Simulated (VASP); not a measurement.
# NdHf (P6/mmm) in VASP: single point with PBE

Aim: the single point of NdHf with PBE.

Everything below comes from runs of VASP 6.6.1. Logs are shortened: lines on timing, memory, paths and dates and some standing lists are left out, and cuts for length are marked.

## Step 1: The cell of the first run

It takes space group P6/mmm (No. 191, hexagonal). The conventional cell has a = 5.316 Å, b = 5.316 Å, c = 5.979 Å, α = 90.00°, β = 90.00°, γ = 120.00°. Nd (site symmetry -6m2) has 2 Hf at 2.99 Å and 3 Nd at 3.07 Å within 3.9 Å. Within 3.9 Å of Hf (site symmetry -6m2) lie 2 Nd at 2.99 Å and 3 Hf at 3.07 Å.

The cell was generated, and may not be a known phase.

## Step 2: Single point, PBE

Input file INCAR:

```
ALGO     = Normal         # electronic algorithm
EDIFF    = 1E-6           # SCF threshold, eV
ENCUT    = 500            # plane-wave cutoff, eV
GGA      = PE             # functional
GGA_COMPAT= F            
ISIF     = 2              # what is computed and relaxed
ISMEAR   = 0              # smearing method
LASPH    = T              # aspherical terms in the spheres
LCHARG   = F              # write CHGCAR
LMAXMIX  = 6              # l up to which the mixer works
LREAL    = F              # projectors in reciprocal space
LWAVE    = F              # write WAVECAR
NBANDS   = 29             # bands
NELM     = 200            # most SCF steps
PREC     = Accurate       # precision mode
SIGMA    = 0.2            # smearing width, eV
```

Input file KPOINTS:

```
k-points
0
Gamma
  5 5 4
```

Input file POSCAR:

```
NdHf
1.0
    5.3156797200     -0.0000000031      0.0000000000
   -2.6578398573      4.6035136775      0.0000000000
    0.0000000000      0.0000000000      5.9792529321
Nd Hf
2 2
Direct
    0.3333333333      0.6666666667      0.5000000000
    0.6666666667      0.3333333333      0.5000000000
    0.3333333333      0.6666666667      0.0000000000
    0.6666666667      0.3333333333      0.0000000000
```

Potentials or basis: VASP PAW PBE potentials, release 64 (Nd_3, Hf_pv), 4f in core.

Run with:

```bash
$ cat potpaw_PBE.64/Nd_3/POTCAR potpaw_PBE.64/Hf_pv/POTCAR > POTCAR
$ mpirun -np 1 vasp_std > vasp.out
```

OUTCAR:

```text
EDIFF = 1E-6
   ENCUT = 500
   GGA = PE
   ISIF = 2
   ISMEAR = 0
   LASPH = T
   LREAL = F
   NELM = 200
   PREC = Accurate

 ion  position               nearest neighbor table
   1  0.333  0.667  0.500-   3 2.99   3 2.99   2 3.07   2 3.07   2 3.07
   2  0.667  0.333  0.500-   4 2.99   4 2.99   1 3.07   1 3.07   1 3.07
   3  0.333  0.667  0.000-   1 2.99   1 2.99   4 3.07   4 3.07   4 3.07
   4  0.667  0.333  0.000-   2 2.99   2 2.99   3 3.07   3 3.07   3 3.07

  LATTYP: Found a hexagonal cell.
 ALAT       =     5.3156797200
 C/A-ratio  =     1.1248331817

  Lattice vectors:

 A1 = (   5.3156797200,  -0.0000000031,   0.0000000000)
 A2 = (  -2.6578398573,   4.6035136775,   0.0000000000)
 A3 = (   0.0000000000,   0.0000000000,   5.9792529321)

Analysis of symmetry for initial positions (statically):
=====================================================================
 Subroutine PRICEL returns:
 Original cell was already a primitive cell.

 Routine SETGRP: Setting up the symmetry group for a
 hexagonal supercell.

 Subroutine GETGRP returns: Found 24 space group operations
 (whereof 24 operations were pure point group operations)
 out of a pool of 24 trial point group operations.

The static configuration has the point symmetry D_6h.

Analysis of symmetry for dynamics (positions and initial velocities):
=====================================================================
 Subroutine PRICEL returns:
 Original cell was already a primitive cell.

 Routine SETGRP: Setting up the symmetry group for a
 hexagonal supercell.

 Subroutine GETGRP returns: Found 24 space group operations
 (whereof 24 operations were pure point group operations)
 out of a pool of 24 trial point group operations.

The dynamic configuration has the point symmetry D_6h.

 Subroutine INISYM returns: Found 24 space group operations
 (whereof 24 operations are pure point group operations),
 and found     1 'primitive' translations

----------------------------------------------------------------------------------------

                                     Primitive cell

  volume of cell :     146.3171

  direct lattice vectors                    reciprocal lattice vectors
     5.315679720 -0.000000003  0.000000000     0.188122696  0.108612689  0.000000000
[... 77 lines left out ...]
   LASPH  =      T    aspherical Exc in radial PAW
   ENCUT  =  500.0 eV  36.75 Ry    6.06 a.u.   9.69  9.69 10.90*2*pi/ulx,y,z
   NELM   =    200;   NELMIN=  2; NELMDL= -5     # of ELM steps
   EDIFF  = 0.1E-05   stopping-criterion for ELM
   LREAL  =      F    real-space projection
   EDIFFG = 0.1E-04   stopping-criterion for IOM
   NSW    =      0    number of steps for IOM
   IBRION =     -1    ionic relax: 0-MD 1-quasi-New 2-CG
   NFREE  =      0    steps in history (QN), initial steepest desc. (CG)
   ISIF   =      2    stress and relaxation
   ISYM   =      2    0-nonsym 1-usesym 2-fastsym
   POTIM  = 0.5000    time-step for ionic-motion
   TEBEG  =    0.0;   TEEND  =   0.0 temperature during run
   PSTRESS=    0.0 pullay stress
   NELECT =      42.0000    total number of electrons
   NUPDOWN=      -1.0000    fix difference up-down
   EMIN   =  10.00;   EMAX   =-10.00  energy-range for DOS
   EFERMI =   0.00;   METHOD = LEGACY
   ISMEAR =     0;   SIGMA  =   0.20  broadening in eV -4-tet -1-fermi 0-gaus
   EFERMI_NEDOS =   21; number of points for ismear=-14 and -15
   IALGO  =     38    algorithm
   IMIX   =      4    mixing-type and parameters
     AMIX     =   0.40;   BMIX     =  1.00
     AMIX_MAG =   1.60;   BMIX_MAG =  1.00
  volume/ion in A,a.u.               =      36.58       246.85
  Fermi-wavevector in a.u.,A,eV,Ry     =   1.079923  2.040759 15.867579  1.166234
  Thomas-Fermi vector in A             =   2.215901
   LORBIT       =      0    0 simple, 1 ext, 2 COOP (PROOUT), +10 PAW based schemes
   GGA     = PE    functional components
   LHFCALC =     F    Hartree Fock is set to
   AEXX    =    0.0000 exact exchange contribution
   IVDW    =     0    specifies the selected vdW correction
   LEPSILON=     F    determine dielectric tensor
   LRPA    =     F    only Hartree local field effects (RPA)
 non-spin polarized calculation
 Gauss-broadening in eV      SIGMA  =   0.20
  energy-cutoff  :      500.00
  volume of cell :      146.32
 maximum number of plane-waves:      3742
 NGX is ok and might be reduce to    40
   NGX = 19   NGY = 19   NGZ = 21

 number of electron      41.9999998 magnetization

 Free energy of the ion-electron system (eV)
  ---------------------------------------------------
  ext. energy  EPLUGINS =         0.00000000
  ---------------------------------------------------
  free energy    TOTEN  =       -23.09120108 eV

  energy without entropy =      -22.91520443  energy(sigma->0) =      -23.00320275

 E-fermi :   2.1294     XC(G=0):  -9.0433

 val. band max:        2.1023738029   @ k =   0.2000   0.2000   0.5000
 cond. band min:       2.1374215665   @ k =   0.2000   0.2000   0.0000
 fundamental gap:      0.0350477636
 Fermi energy:         2.1294077241

 k-point     1 :       0.0000    0.0000    0.0000
  band No.  band energies     occupation
      1     -35.8897      2.00000
      2     -35.4508      2.00000
      3     -28.9177      2.00000
      4     -28.9177      2.00000
      5     -28.8087      2.00000
      6     -28.7171      2.00000
[... 469 lines left out ...]
     28       4.5868      0.00000
     29       4.7040      0.00000

------------------------ aborting loop because EDIFF is reached ----------------------------------------

  FORCE on cell =-STRESS in cart. coord.  units (eV):
  Direction    XX          YY          ZZ          XY          YZ          ZX
  --------------------------------------------------------------------------------------
  -------------------------------------------------------------------------------------
  Total       -0.0855867     -0.0855867      0.3545966     -0.0000000      0.0000000     -0.0000000
  in kB       -0.9371769     -0.9371769      3.8828441     -0.0000000      0.0000000     -0.0000000
  external PRESSURE =       0.6694968 kB  Pullay stress =       0.0000000 kB

 VOLUME and BASIS-vectors are now :
 -----------------------------------------------------------------------------
  energy-cutoff  :      500.00
  volume of cell :      146.32
      direct lattice vectors                 reciprocal lattice vectors
     5.315679720 -0.000000003  0.000000000     0.188122696  0.108612689  0.000000000
    -2.657839857  4.603513677  0.000000000     0.000000000  0.217225378  0.000000000
     0.000000000  0.000000000  5.979252932     0.000000000  0.000000000  0.167244974

 POSITION                                       TOTAL-FORCE (eV/Angst)
 -----------------------------------------------------------------------------------
      0.00000      3.06901      2.98963         0.000000     -0.000000     -0.000000
      2.65784      1.53450      2.98963        -0.000000      0.000000      0.000000
      0.00000      3.06901      0.00000         0.000000     -0.000000      0.000000
      2.65784      1.53450      0.00000        -0.000000      0.000000      0.000000
 -----------------------------------------------------------------------------------
    total drift:                                0.000000     -0.000000     -0.000000

  FREE ENERGIE OF THE ION-ELECTRON SYSTEM (eV)
  ---------------------------------------------------
  free  energy   TOTEN  =       -23.0912010795 eV

  energy  without entropy=      -22.9152044269  energy(sigma->0) =      -23.00320275
```

stdout:

```text
POSCAR found type information on POSCAR NdHf
 POSCAR found :  2 types and       4 ions
 scaLAPACK will be used
 LDA part: xc-table for (Slater+PW92), standard interpolation
 POSCAR, INCAR and KPOINTS ok, starting setup
 FFT: planning ... GRIDC
 FFT: planning ... GRID_SOFT
 FFT: planning ... GRID
 WAVECAR not read
 entering main loop
```

It took 61 s on 1 thread of AMD EPYC 7R13 (Zen 3), shared host; peak memory 0.24 GiB.

Results:

```
Free energy            : -23.0912 eV
Pressure               : 0.1 GPa
Band gap on the k mesh : zero (bands 21 and 22 overlap by 0.59 eV)
```

Caveat: spin-orbit coupling is left out, which moves the levels of the heavy elements; the 4f electrons are frozen in the core, so they carry no moment and show no levels.

The gap in the log of VASP goes by the Fermi energy; the results here count the filled bands.